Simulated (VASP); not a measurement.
# CaSe (Fm-3m) in VASP: further runs

Runs on CaSe. Level: r2SCAN. Tasks: relaxation of cell and atoms.

Everything below comes from runs of VASP 6.6.1. Logs are shortened: lines on timing, memory, paths and dates and some standing lists are left out, and cuts for length are marked.

### 1 The cell of the first run

Symmetry: Fm-3m, No. 225, cubic system. The conventional cell has a = 5.935 Å, b = 5.935 Å, c = 5.935 Å, α = 90.00°, β = 90.00°, γ = 90.00°. Ca (site symmetry m-3m) has 6 Se at 2.97 Å within 3.9 Å. Within 3.9 Å of Se (site symmetry m-3m) lie 6 Ca at 2.97 Å.

### 2 Relaxation of cell and atoms, r2SCAN, target pressure 4 GPa, at which the enthalpy is minimised

POSCAR

```
CaSe
1.0
    2.9673799591      2.9673799591      0.0000000000
   -2.9673799591      2.9673799591      0.0000000000
    0.0000000000      2.9673799591      2.9673799591
Ca Se
1 1
Direct
    0.0000000000      0.0000000000      0.0000000000
    0.5000000000      0.5000000000      0.0000000000
```

INCAR.step1

```
  PREC = Accurate
  ENCUT = 600
  ISMEAR = 0
  SIGMA = 0.01
  LREAL = F
  LASPH = T
  NELM = 60
  GGA = PE
  ALGO = Normal
  EDIFF = 1E-4
  LWAVE = T
  LCHARG = F
```

INCAR.step2

```
  PREC = Accurate
  ENCUT = 600
  EDIFF = 1E-6
  ISMEAR = 0
  SIGMA = 0.01
  LREAL = F
  LASPH = T
  NELM = 60
  ALGO = Normal
  ISIF = 3
  LWAVE = F
  LCHARG = F
  METAGGA = R2SCAN
  LMIXTAU = T
  IBRION = 2
  NSW = 100
  EDIFFG = -0.002
  PSTRESS = 40.0
  ISTART = 1
```

KPOINTS

```
regular mesh
0
Gamma
  8 8 8
```

Potentials or basis: VASP PAW PBE potentials, release 64 (Ca_sv, Se).

Launch:

```console
cat potpaw_PBE.64/Ca_sv/POTCAR potpaw_PBE.64/Se/POTCAR > POTCAR
cp INCAR.step1 INCAR
mpirun -np 1 vasp_std > vasp.out
cp INCAR.step2 INCAR
mpirun -np 1 vasp_std > vasp.out
```

OUTCAR:

```text
PREC = Accurate
   ENCUT = 600
   EDIFF = 1E-6
   ISMEAR = 0
   LREAL = F
   LASPH = T
   NELM = 60
   ISIF = 3
   METAGGA = R2SCAN
   IBRION = 2
   NSW = 100
   EDIFFG = -0.002
   PSTRESS = 40.0
   ISTART = 1

 ion  position               nearest neighbor table
   1  0.000  0.000  0.000-   2 2.97   2 2.97   2 2.97   2 2.97   2 2.97   2 2.97
   2  0.500  0.500  0.000-   1 2.97   1 2.97   1 2.97   1 2.97   1 2.97   1 2.97

  LATTYP: Found a face centered cubic cell.
 ALAT       =     5.9347599182

  Lattice vectors:

 A1 = (   0.0000000000,   2.9673799591,   2.9673799591)
 A2 = (   2.9673799591,   0.0000000000,   2.9673799591)
 A3 = (   2.9673799591,   2.9673799591,   0.0000000000)

Analysis of symmetry for initial positions (statically):
=====================================================================
 Subroutine PRICEL returns:
 Original cell was already a primitive cell.

 Routine SETGRP: Setting up the symmetry group for a
 face centered cubic supercell.

 Subroutine GETGRP returns: Found 48 space group operations
 (whereof 48 operations were pure point group operations)
 out of a pool of 48 trial point group operations.

The static configuration has the point symmetry O_h .

Analysis of symmetry for dynamics (positions and initial velocities):
=====================================================================
 Subroutine PRICEL returns:
 Original cell was already a primitive cell.

 Routine SETGRP: Setting up the symmetry group for a
 face centered cubic supercell.

 Subroutine GETGRP returns: Found 48 space group operations
 (whereof 48 operations were pure point group operations)
 out of a pool of 48 trial point group operations.

The dynamic configuration has the point symmetry O_h .

 Subroutine INISYM returns: Found 48 space group operations
 (whereof 48 operations are pure point group operations),
 and found     1 'primitive' translations

----------------------------------------------------------------------------------------

                                     Primitive cell

  volume of cell :      52.2576

  direct lattice vectors                    reciprocal lattice vectors
     2.967379959  2.967379959  0.000000000     0.168498813  0.168498813 -0.168498813
    -2.967379959  2.967379959  0.000000000    -0.168498813  0.168498813 -0.168498813
     0.000000000  2.967379959  2.967379959     0.000000000  0.000000000  0.336997625

  length of vectors
     4.196508983  4.196508983  4.196508983     0.291848505  0.291848505  0.336997625

  position of ions in fractional coordinates (direct lattice)
     0.000000000  0.000000000  0.000000000
     0.500000000  0.500000000  0.000000000

[... 67 lines left out ...]
   PREC   = accura    normal or accurate (medium, high low for compatibility)
   ISTART =      1    job   : 0-new  1-cont  2-samecut
   ICHARG =      0    charge: 1-file 2-atom 10-const
   ISPIN  =      1    spin polarized calculation?
   LNONCOLLINEAR =      F non collinear calculations
   LSORBIT =      F    spin-orbit coupling
   LASPH  =      T    aspherical Exc in radial PAW
   ENCUT  =  600.0 eV  44.10 Ry    6.64 a.u.   8.38  8.38  8.38*2*pi/ulx,y,z
   NELM   =     60;   NELMIN=  2; NELMDL=  0     # of ELM steps
   EDIFF  = 0.1E-05   stopping-criterion for ELM
   LREAL  =      F    real-space projection
   EDIFFG = -.2E-02   stopping-criterion for IOM
   NSW    =    100    number of steps for IOM
   IBRION =      2    ionic relax: 0-MD 1-quasi-New 2-CG
   NFREE  =      1    steps in history (QN), initial steepest desc. (CG)
   ISIF   =      3    stress and relaxation
   ISYM   =      2    0-nonsym 1-usesym 2-fastsym
   POTIM  = 0.5000    time-step for ionic-motion
   TEBEG  =    0.0;   TEEND  =   0.0 temperature during run
   PSTRESS=   40.0 pullay stress
   NELECT =      16.0000    total number of electrons
   NUPDOWN=      -1.0000    fix difference up-down
   EMIN   =  10.00;   EMAX   =-10.00  energy-range for DOS
   EFERMI =   0.00;   METHOD = LEGACY
   ISMEAR =     0;   SIGMA  =   0.01  broadening in eV -4-tet -1-fermi 0-gaus
   EFERMI_NEDOS =   21; number of points for ismear=-14 and -15
   IALGO  =     38    algorithm
   IMIX   =      4    mixing-type and parameters
     AMIX     =   0.40;   BMIX     =  1.00
     AMIX_MAG =   1.60;   BMIX_MAG =  1.00
  volume/ion in A,a.u.               =      26.13       176.33
  Fermi-wavevector in a.u.,A,eV,Ry     =   1.103397  2.085117 16.564878  1.217484
  Thomas-Fermi vector in A             =   2.239854
   LORBIT       =      0    0 simple, 1 ext, 2 COOP (PROOUT), +10 PAW based schemes
   METAGGA = R2SCAN    functional components
   LHFCALC =     F    Hartree Fock is set to
   AEXX    =    0.0000 exact exchange contribution
   IVDW    =     0    specifies the selected vdW correction
   LEPSILON=     F    determine dielectric tensor
   LRPA    =     F    only Hartree local field effects (RPA)
 conjugate gradient relaxation of ions
 non-spin polarized calculation
 Gauss-broadening in eV      SIGMA  =   0.01
  energy-cutoff  :      600.00
  volume of cell :       52.26
 maximum number of plane-waves:      1807
 NGX is ok and might be reduce to    36
   NGX = 17   NGY = 17   NGZ = 17

--------------------------------------- Ionic step        1  -------------------------------------------

 number of electron      16.0000001 magnetization

 Free energy of the ion-electron system (eV)
  ---------------------------------------------------
  ext. energy  EPLUGINS =         0.00000000
  ---------------------------------------------------
  free energy    TOTEN  =       -25.98084438 eV

  energy without entropy =      -25.98084438  energy(sigma->0) =      -25.98084438

 E-fermi :   2.2246     XC(G=0):  -9.5358

 val. band max:        2.1154120604   @ k =   0.0000   0.0000   0.0000
 cond. band min:       4.6320971534   @ k =   0.5000   0.5000   0.0000
 fundamental gap:      2.5166850929
 Fermi energy:         2.2246196988

 k-point     1 :       0.0000    0.0000    0.0000
  band No.  band energies     occupation
      1     -39.2120      2.00000
      2     -19.3216      2.00000
      3     -19.3216      2.00000
      4     -19.3216      2.00000
      5     -10.0441      2.00000
      6       2.1154      2.00000
      7       2.1154      2.00000
      8       2.1154      2.00000
      9       6.1955      0.00000
     10       6.3454      0.00000
     11       6.3454      0.00000
     12       6.3455      0.00000
[... 420 lines left out ...]
--------------------------------------- Ionic step        3  -------------------------------------------

 number of electron      15.9999999 magnetization

 Free energy of the ion-electron system (eV)
  ---------------------------------------------------
  ext. energy  EPLUGINS =         0.00000000
  ---------------------------------------------------
  free energy    TOTEN  =       -25.94087390 eV

  energy without entropy =      -25.94087390  energy(sigma->0) =      -25.94087390

 E-fermi :   2.7183     XC(G=0):  -9.8183

 val. band max:        2.5581343970   @ k =   0.0000   0.0000   0.0000
 cond. band min:       4.9154638538   @ k =   0.5000   0.5000   0.0000
 fundamental gap:      2.3573294568
 Fermi energy:         2.7183482450

 k-point     1 :       0.0000    0.0000    0.0000
  band No.  band energies     occupation
      1     -38.5769      2.00000
      2     -18.6993      2.00000
      3     -18.6993      2.00000
      4     -18.6993      2.00000
      5      -9.8315      2.00000
      6       2.5581      2.00000
      7       2.5581      2.00000
      8       2.5581      2.00000
      9       6.7577      0.00000
     10       6.7577      0.00000
     11       6.7577      0.00000
     12       7.0150      0.00000
[... 378 lines left out ...]
  energy  without entropy=      -25.9408738958  energy(sigma->0) =      -25.94087390

  enthalpy is  TOTEN    =       -24.7151374009 eV   P V=        1.2257364949

 reached required accuracy - stopping structural energy minimisation
```

OUTCAR.step1:

```text
PREC = Accurate
   ENCUT = 600
   ISMEAR = 0
   LREAL = F
   LASPH = T
[... 581 lines left out ...]
 -----------------------------------------------------------------------------------
      0.00000      0.00000      0.00000        -0.000000     -0.000000      0.000000
      0.00000      2.96738      0.00000         0.000000      0.000000      0.000000
 -----------------------------------------------------------------------------------
    total drift:                               -0.000000      0.000000     -0.000000

  FREE ENERGIE OF THE ION-ELECTRON SYSTEM (eV)
  ---------------------------------------------------
  free  energy   TOTEN  =        -9.4841933553 eV

  energy  without entropy=       -9.4841933553  energy(sigma->0) =       -9.48419336
```

It took 5.5 min on 1 thread of AMD EPYC 9R45 (Zen 5), shared host; peak memory 0.2 GiB.

Results:

```yaml
Free_energy: -25.9409 eV
Relaxed_volume: 24.55 Å³/atom
Relaxed_cell: a = 4.110 Å, b = 4.110 Å, c = 4.110 Å, α = 60.00°, β = 60.00°, γ = 90.00°
Space_group_after_relaxing_to_0.05_Å: Fm-3m (No. 225)
Energy_change_on_relaxing_the_enthalpy_is_what_falls: +20.0 meV/atom
Ionic_steps: 3
Pressure_after_relaxing: 4.0 GPa
Band_gap_on_the_k_mesh: 2.36 eV, indirect (least direct gap 3.36 eV)
```

The path:
```csv
step,energy change (eV),largest force (eV/Å),pressure (GPa),volume (Å³)
1,0.0000,0.0000,0.25,52.26
2,0.0813,0.0000,5.97,47.76
3,0.0400,0.0000,4.00,49.10
```

Final structure:
```
CELL_PARAMETERS angstrom
2.90629 2.90629 0.00000
-2.90629 2.90629 0.00000
0.00000 2.90629 2.90629
ATOMIC_POSITIONS crystal
Ca 0.00000 0.00000 0.00000
Se 0.50000 0.50000 0.00000
```

Caveat: the cell is relaxed towards a set pressure, so the enthalpy falls and the energy may rise; the PAW data sets were made with another functional, which shifts forces and pressure a little.

### 3 Relaxation of cell and atoms, r2SCAN, target pressure 7 GPa, at which the enthalpy is minimised

POSCAR is that of step 2.

INCAR.step1

```
PREC     = Accurate       # precision mode
ENCUT    = 600            # plane-wave cutoff, eV
ISMEAR   = 0              # smearing method
SIGMA    = 0.01           # smearing width, eV
LREAL    = F              # projectors in reciprocal space
LASPH    = T              # aspherical terms in the spheres
NELM     = 60             # most SCF steps
GGA      = PE             # functional
ALGO     = Normal         # electronic algorithm
EDIFF    = 1E-4           # SCF threshold, eV
LWAVE    = T              # write WAVECAR
LCHARG   = F              # write CHGCAR
```

INCAR.step2

```
PREC     = Accurate       # precision mode
ENCUT    = 600            # plane-wave cutoff, eV
EDIFF    = 1E-6           # SCF threshold, eV
ISMEAR   = 0              # smearing method
SIGMA    = 0.01           # smearing width, eV
LREAL    = F              # projectors in reciprocal space
LASPH    = T              # aspherical terms in the spheres
NELM     = 60             # most SCF steps
ALGO     = Normal         # electronic algorithm
ISIF     = 3              # what is computed and relaxed
LWAVE    = F              # write WAVECAR
LCHARG   = F              # write CHGCAR
METAGGA  = R2SCAN         # meta-GGA
LMIXTAU  = T            
IBRION   = 2              # ionic algorithm
NSW      = 100            # ionic steps
EDIFFG   = -0.002         # ionic threshold
PSTRESS  = 70.0         
ISTART   = 1
```

KPOINTS

```
Automatic mesh
0
Gamma
  8 8 8
```

Potentials or basis: VASP PAW PBE potentials, release 64 (Ca_sv, Se).

Launch:

```console
cat potpaw_PBE.64/Ca_sv/POTCAR potpaw_PBE.64/Se/POTCAR > POTCAR
cp INCAR.step1 INCAR
mpirun -np 1 vasp_std > vasp.out
cp INCAR.step2 INCAR
mpirun -np 1 vasp_std > vasp.out
```

Wall time 12 min (1 thread of AMD EPYC 9R45 (Zen 5), shared host); peak memory 0.21 GiB.

It converged, with:

```
Free energy                                            : -25.8742 eV
Relaxed volume                                         : 23.57 Å³/atom
Relaxed cell                                           : a = 4.055 Å, b = 4.055 Å, c = 4.055 Å, α = 60.00°, β = 60.00°, γ = 90.00°
Space group after relaxing (to 0.05 Å)                 : Fm-3m (No. 225)
Energy change on relaxing (the enthalpy is what falls) : +53.3 meV/atom
Ionic steps                                            : 6
Pressure after relaxing                                : 7.0 GPa
Band gap on the k mesh                                 : 2.24 eV, indirect (least direct gap 3.28 eV)
```

The path:
```tsv
step	energy change (eV)	largest force (eV/Å)	pressure (GPa)	volume (Å³)
1	0.0000	0.0000	0.25	52.26
2	0.2723	0.0000	12.38	44.36
3	0.1060	0.0000	6.98	47.15
4	0.1103	0.0000	7.14	47.05
5	0.1045	0.0000	6.92	47.19
6	0.1066	0.0000	7.01	47.14
```

Final structure:
```
Ca Se
1.0
     2.86711    2.86711    0.00000
    -2.86711    2.86711    0.00000
     0.00000    2.86711    2.86711
Ca Se
1 1
Direct
  0.00000 0.00000 0.00000
  0.50000 0.50000 0.00000
```

Levels at points of the mesh, in eV from the valence-band top:
```csv
k point,band 6,band 7,band 8,band 9,band 10,band 11
"(0.00, 0.00, 0.00)",0.00,0.00,0.00,4.17,4.17,4.17
"(0.50, 0.00, 0.00)",-3.66,-1.41,-1.41,5.28,6.35,6.35
"(0.50, 0.50, 0.00)",-2.79,-1.04,-1.04,2.24,5.76,6.25
```

Caveat: the cell is relaxed towards a set pressure, so the enthalpy falls and the energy may rise; the PAW data sets were made with another functional, which shifts forces and pressure a little.

(Continued in part 2 of 2.)
